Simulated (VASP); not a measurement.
# TaN in VASP: further runs

Runs on TaN. Level: PBE. Tasks: electric field gradients.

All numbers are computed with VASP 6.6.1; they aren't measurements. Logs are shortened: lines on timing, memory, paths and dates and some standing lists are left out, and cuts for length are marked.

**1. The cell of the first run**

The structure is tetragonal, space group I4/mmm (No. 139). Conventional cell: a = 3.020 Å, b = 3.020 Å, c = 4.358 Å, α = 90.00°, β = 90.00°, γ = 90.00°. Within 2.8 Å of Ta (site symmetry 4/mmm) lie 6 N at 2.14 to 2.18 Å. N (site symmetry 4/mmm) has 6 Ta at 2.14 to 2.18 Å within 2.8 Å.

**2. Electric field gradients, PBE (equal xx and yy strain of -2 %)**

INCAR

```
PREC = Accurate
ENCUT = 520
EDIFF = 1E-8
ISMEAR = -1
SIGMA = 0.02
LREAL = F
LASPH = T
NELM = 60
ALGO = Normal
ISIF = 2
LWAVE = F
LCHARG = F
GGA = PE
LEFG = T
NBANDS = 15
```

KPOINTS

```
Automatic mesh
0
Gamma
  9 9 9
```

POSCAR

```
TaN
1.0
    0.0000000000      2.1354200000      2.1790000000
    2.1354200000      0.0000000000      2.1790000000
    2.1354200000      2.1354200000      0.0000000000
Ta N
1 1
Direct
    0.5000000000      0.5000000000      0.5000000000
    0.0000000000      0.0000000000      0.0000000000
```

Potentials or basis: VASP PAW PBE potentials, release 64 (Ta_pv, N).

Command:

```console
> cat potpaw_PBE.64/Ta_pv/POTCAR potpaw_PBE.64/N/POTCAR > POTCAR
> mpirun -np 1 vasp_std > vasp.out
```

OUTCAR:

```text
PREC = Accurate
   ENCUT = 520
   EDIFF = 1E-8
   ISMEAR = -1
   LREAL = F
   LASPH = T
   NELM = 60
   ISIF = 2
   GGA = PE

 ion  position               nearest neighbor table
   1  0.500  0.500  0.500-   2 2.14   2 2.14   2 2.14   2 2.14   2 2.18   2 2.18
   2  0.000  0.000  0.000-   1 2.14   1 2.14   1 2.14   1 2.14   1 2.18   1 2.18

  LATTYP: Found a body centered tetragonal cell.
 ALAT       =     3.0199399254
 C/A-ratio  =     1.4430750636

  Lattice vectors:

 A1 = (  -2.1354200000,   0.0000000000,   2.1790000000)
 A2 = (   2.1354200000,   0.0000000000,   2.1790000000)
 A3 = (   0.0000000000,   2.1354200000,  -2.1790000000)

Analysis of symmetry for initial positions (statically):
=====================================================================
 Subroutine PRICEL returns:
 Original cell was already a primitive cell.

 Routine SETGRP: Setting up the symmetry group for a
 body centered tetragonal supercell.

 Subroutine GETGRP returns: Found 16 space group operations
 (whereof 16 operations were pure point group operations)
 out of a pool of 16 trial point group operations.

The static configuration has the point symmetry D_4h.

Analysis of symmetry for dynamics (positions and initial velocities):
=====================================================================
 Subroutine PRICEL returns:
 Original cell was already a primitive cell.

 Routine SETGRP: Setting up the symmetry group for a
 body centered tetragonal supercell.

 Subroutine GETGRP returns: Found 16 space group operations
 (whereof 16 operations were pure point group operations)
 out of a pool of 16 trial point group operations.

The dynamic configuration has the point symmetry D_4h.

 Subroutine INISYM returns: Found 16 space group operations
 (whereof 16 operations are pure point group operations),
 and found     1 'primitive' translations

----------------------------------------------------------------------------------------

                                     Primitive cell

  volume of cell :      19.8726

  direct lattice vectors                    reciprocal lattice vectors
     0.000000000  2.135420000  2.179000000    -0.234145976  0.234145976  0.229463056
     2.135420000  0.000000000  2.179000000     0.234145976 -0.234145976  0.229463056
     2.135420000  2.135420000  0.000000000     0.234145976  0.234145976 -0.229463056

  length of vectors
     3.050911270  3.050911270  3.019939925     0.402867187  0.402867187  0.402867187

  position of ions in fractional coordinates (direct lattice)
     0.500000000  0.500000000  0.500000000
     0.000000000  0.000000000  0.000000000

  ion indices of the primitive-cell ions
   primitive index   ion index
                 1           1
                 2           2

----------------------------------------------------------------------------------------

 KPOINTS: Automatic mesh

Automatic generation of k-mesh.
 Grid dimensions read from file:
 generate k-points for:    9    9    9

 Generating k-lattice:

  Cartesian coordinates                     Fractional coordinates (reciprocal lattice)
    -0.026016220  0.026016220  0.025495895     0.111111111  0.000000000  0.000000000
     0.026016220 -0.026016220  0.025495895     0.000000000  0.111111111  0.000000000
     0.026016220  0.026016220 -0.025495895     0.000000000  0.000000000  0.111111111

  Length of vectors
     0.044763021  0.044763021  0.044763021

  Shift w.r.t. Gamma in fractional coordinates (k-lattice)
     0.000000000  0.000000000  0.000000000

 Subroutine IBZKPT returns following result:
 ===========================================

 Found     75 irreducible k-points:

 Following reciprocal coordinates:
            Coordinates               Weight
  0.000000  0.000000  0.000000      1.000000
  0.111111  0.000000  0.000000      8.000000
  0.222222  0.000000  0.000000      8.000000
  0.333333  0.000000  0.000000      8.000000
  0.444444  0.000000  0.000000      8.000000
  0.111111  0.111111  0.000000      2.000000
[... 16 lines left out ...]
 -0.333333  0.333333  0.000000      4.000000
  0.444444  0.444444  0.000000      2.000000
 [... further k-points ...]
   k-points           NKPTS =     75   k-points in BZ     NKDIM =     75   number of bands    NBANDS=     15
   number of dos      NEDOS =    301   number of ions     NIONS =      2
   total plane-waves  NPLWV =  13824
   dimension x,y,z NGX =    24 NGY =   24 NGZ =   24
   dimension x,y,z NGXF=    48 NGYF=   48 NGZF=   48
   ions per type =               1   1
   NGX,Y,Z   is equivalent  to a cutoff of  13.08, 13.08, 13.21 a.u.
   NGXF,Y,Z  is equivalent  to a cutoff of  26.16, 26.16, 26.42 a.u.
 SYSTEM =  unknown system
   PREC   = accura    normal or accurate (medium, high low for compatibility)
   ISTART =      0    job   : 0-new  1-cont  2-samecut
   ICHARG =      2    charge: 1-file 2-atom 10-const
   ISPIN  =      1    spin polarized calculation?
   LNONCOLLINEAR =      F non collinear calculations
   LSORBIT =      F    spin-orbit coupling
   LASPH  =      T    aspherical Exc in radial PAW
   ENCUT  =  520.0 eV  38.22 Ry    6.18 a.u.   5.67  5.67  5.62*2*pi/ulx,y,z
   NELM   =     60;   NELMIN=  2; NELMDL= -5     # of ELM steps
   EDIFF  = 0.1E-07   stopping-criterion for ELM
   LREAL  =      F    real-space projection
   EDIFFG = 0.1E-06   stopping-criterion for IOM
   NSW    =      0    number of steps for IOM
   IBRION =     -1    ionic relax: 0-MD 1-quasi-New 2-CG
   NFREE  =      0    steps in history (QN), initial steepest desc. (CG)
   ISIF   =      2    stress and relaxation
   ISYM   =      2    0-nonsym 1-usesym 2-fastsym
   POTIM  = 0.5000    time-step for ionic-motion
   TEBEG  =    0.0;   TEEND  =   0.0 temperature during run
   PSTRESS=    0.0 pullay stress
   NELECT =      16.0000    total number of electrons
   NUPDOWN=      -1.0000    fix difference up-down
   EMIN   =  10.00;   EMAX   =-10.00  energy-range for DOS
   EFERMI =   0.00;   METHOD = LEGACY
   ISMEAR =    -1;   SIGMA  =   0.02  broadening in eV -4-tet -1-fermi 0-gaus
   EFERMI_NEDOS =   21; number of points for ismear=-14 and -15
   IALGO  =     38    algorithm
   IMIX   =      4    mixing-type and parameters
     AMIX     =   0.40;   BMIX     =  1.00
     AMIX_MAG =   1.60;   BMIX_MAG =  1.00
  volume/ion in A,a.u.               =       9.94        67.05
  Fermi-wavevector in a.u.,A,eV,Ry     =   1.522989  2.878033 31.558668  2.319497
  Thomas-Fermi vector in A             =   2.631494
   LORBIT       =      0    0 simple, 1 ext, 2 COOP (PROOUT), +10 PAW based schemes
   GGA     = PE    functional components
   LHFCALC =     F    Hartree Fock is set to
   AEXX    =    0.0000 exact exchange contribution
   IVDW    =     0    specifies the selected vdW correction
   LEPSILON=     F    determine dielectric tensor
   LRPA    =     F    only Hartree local field effects (RPA)
 non-spin polarized calculation
  energy-cutoff  :      520.00
  volume of cell :       19.87
 maximum number of plane-waves:       547
   NGX = 11   NGY = 11   NGZ = 11

 number of electron      15.9999997 magnetization

 Free energy of the ion-electron system (eV)
  ---------------------------------------------------
  ext. energy  EPLUGINS =         0.00000000
  ---------------------------------------------------
  free energy    TOTEN  =       -21.64743627 eV

  energy without entropy =      -21.64575446  energy(sigma->0) =      -21.64659536

 E-fermi :  10.2166     XC(G=0): -13.8167

 val. band max:       10.2081222045   @ k =  -0.4444   0.2222   0.1111
 cond. band min:      10.2446183481   @ k =   0.2222   0.0000   0.1111
 fundamental gap:      0.0364961437
 Fermi energy:        10.2166196365

 k-point     1 :       0.0000    0.0000    0.0000
  band No.  band energies     occupation
      1     -25.3201      2.00000
      2     -25.3080      2.00000
      3     -25.3080      2.00000
      4      -9.1025      2.00000
      5       6.2313      2.00000
      6       6.3400      2.00000
      7       6.3400      2.00000
      8       7.8563      2.00000
      9       8.1203      2.00000
     10       8.1203      2.00000
     11      10.1815      1.70491
     12      10.5650      0.00000
     13      12.5392      0.00000
     14      19.7657      0.00000
     15      22.8533      0.00000
[... 397 lines left out ...]
 k-point    24 :       0.4444    0.4444    0.0000
  band No.  band energies     occupation
      1     -26.2134      2.00000
      2     -25.6369      2.00000
      3     -25.6369      2.00000
      4      -7.8074      2.00000
      5       3.1550      2.00000
      6       4.4811      2.00000
      7       5.5677      2.00000
      8       5.5677      2.00000
      9      12.5898      0.00000
     10      14.1935      0.00000
     11      14.1935      0.00000
     12      15.4587      0.00000
     13      18.1620      0.00000
     14      20.0774      0.00000
     15      22.8634      0.00000

 [... further k-points ...]
[... 5 lines left out ...]
  --------------------------------------------------------------------------------------
  -------------------------------------------------------------------------------------
  Total        4.8958929      4.8958929      2.6266645      0.0000000      0.0000000      0.0000000
  in kB      394.7195632    394.7195632    211.7684973      0.0000000      0.0000000      0.0000000
  external PRESSURE =     333.7358746 kB  Pullay stress =       0.0000000 kB

 VOLUME and BASIS-vectors are now :
 -----------------------------------------------------------------------------
  energy-cutoff  :      520.00
  volume of cell :       19.87
      direct lattice vectors                 reciprocal lattice vectors
     0.000000000  2.135420000  2.179000000    -0.234145976  0.234145976  0.229463056
     2.135420000  0.000000000  2.179000000     0.234145976 -0.234145976  0.229463056
     2.135420000  2.135420000  0.000000000     0.234145976  0.234145976 -0.229463056

 POSITION                                       TOTAL-FORCE (eV/Angst)
 -----------------------------------------------------------------------------------
      2.13542      2.13542      2.17900        -0.000000      0.000000      0.000000
      0.00000      0.00000      0.00000         0.000000      0.000000      0.000000
 -----------------------------------------------------------------------------------
    total drift:                                0.000000     -0.000000     -0.000000

  FREE ENERGIE OF THE ION-ELECTRON SYSTEM (eV)
  ---------------------------------------------------
  free  energy   TOTEN  =       -21.6474362661 eV

  energy  without entropy=      -21.6457544574  energy(sigma->0) =      -21.64659536

 Electric field gradients (V/A^2)
---------------------------------------------------------------------
 ion       V_xx      V_yy      V_zz      V_xy      V_xz      V_yz
---------------------------------------------------------------------
   1     -48.266   -48.266    96.533     0.001     0.000     0.000
   2      -3.454    -3.454     6.907    -0.001    -0.000    -0.000
---------------------------------------------------------------------

 Electric field gradients after diagonalization (V/A^2)
 (convention: |V_zz| > |V_xx| > |V_yy|)
----------------------------------------------------------------------
 ion       V_xx      V_yy      V_zz     asymmetry (V_yy - V_xx)/ V_zz
----------------------------------------------------------------------
   1     -48.267   -48.266    96.533       0.000
   2      -3.454    -3.453     6.907       0.000
----------------------------------------------------------------------

           NMR quadrupolar parameters

 Cq : quadrupolar parameter    Cq=e*Q*V_zz/h
 eta: asymmetry parameters     (V_yy - V_xx)/ V_zz
 Q  : nuclear electric quadrupole moment in mb (millibarn)
----------------------------------------------------------------------
 ion       Cq(MHz)       eta       Q (mb)
----------------------------------------------------------------------
   1       0.233       0.000       1.000
   2       0.017       0.000       1.000
----------------------------------------------------------------------
```

Run time: 12 s. Hardware: 1 thread of Intel Xeon Platinum 8488C (Sapphire Rapids), shared host; peak memory 0.15 GiB.

What came out:

- Free energy: -21.6474 eV
- Pressure: 33.4 GPa
- Band gap on the k mesh: zero (band 8 reaches 12.04 eV, above the bottom of band 9 at 8.12 eV)

Levels at points of the mesh, in eV from the Fermi level:
```csv
k point,band 4,band 5,band 6,band 7,band 8,band 9,band 10,band 11,band 12,band 13
"(0.00, 0.00, 0.00)",-19.32,-3.99,-3.88,-3.88,-2.36,-2.10,-2.10,-0.04,0.35,2.32
```

Electric field gradients, principal values (V/Å²):
```tsv
atom	least	middle	greatest (by size)
1 Ta	-48.266	-48.267	96.533
2 N	-3.453	-3.454	6.907
```

Caveat: the cell differs from its parent crystal (equal xx and yy strain of -2 %); without QUAD_EFG the Cq values of the log hold for a quadrupole moment of 1 mb, not for the nuclei; spin-orbit coupling is left out, which moves the levels of the heavy elements.

(Continued in part 2 of 3.)
